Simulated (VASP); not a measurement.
Input of a VASP 6.6.1 run:

Contents of POSCAR:

```
BAs
1.0
    0.0000000000      2.3885000000      2.3885000000
    2.3885000000      0.0000000000      2.3885000000
    2.3885000000      2.3885000000      0.0000000000
As B
1 1
Direct
    0.7500000000      0.7500000000      0.7500000000
    0.0000000000      0.0000000000      0.0000000000
```

File INCAR.step1:

```
ALGO = Normal
EDIFF = 1E-5
ENCUT = 520
GGA = PE
ISIF = 2
ISMEAR = -1
LASPH = True
LCHARG = False
LREAL = False
LWAVE = True
NBANDS = 11
NELM = 100
PREC = Accurate
SIGMA = 0.05
```

The input INCAR.step2:

```
AEXX = 0.5
ALGO = Normal
EDIFF = 1E-6
ENCUT = 520
ISIF = 2
ISMEAR = -1
ISTART = 1
LASPH = True
LCHARG = False
LHFCALC = True
LMIXTAU = True
LREAL = False
LWAVE = False
METAGGA = R2SCAN
NBANDS = 11
NELM = 100
PREC = Accurate
PRECFOCK = Normal
SIGMA = 0.05
```

Contents of KPOINTS:

```
k-points
0
Gamma
  5 5 5
```

Potentials or basis: VASP PAW PBE potentials, release 64 (As, B).

Command:

```bash
$ cat potpaw_PBE.64/As/POTCAR potpaw_PBE.64/B/POTCAR > POTCAR
$ cp INCAR.step1 INCAR
$ mpirun -np 1 vasp_std > vasp.out
$ cp INCAR.step2 INCAR
$ mpirun -np 1 vasp_std > vasp.out
```

What does it give for the band gap on the k mesh?

4.02 eV (least direct gap 6.44 eV).

Predict the pressure.

-4.7 GPa.

Caveat: the k points lie up to 0.46 Å⁻¹ apart; the PAW data sets were made with another functional, which shifts forces and pressure a little; an odd mesh through Γ misses points on the zone boundary, where band edges can lie.
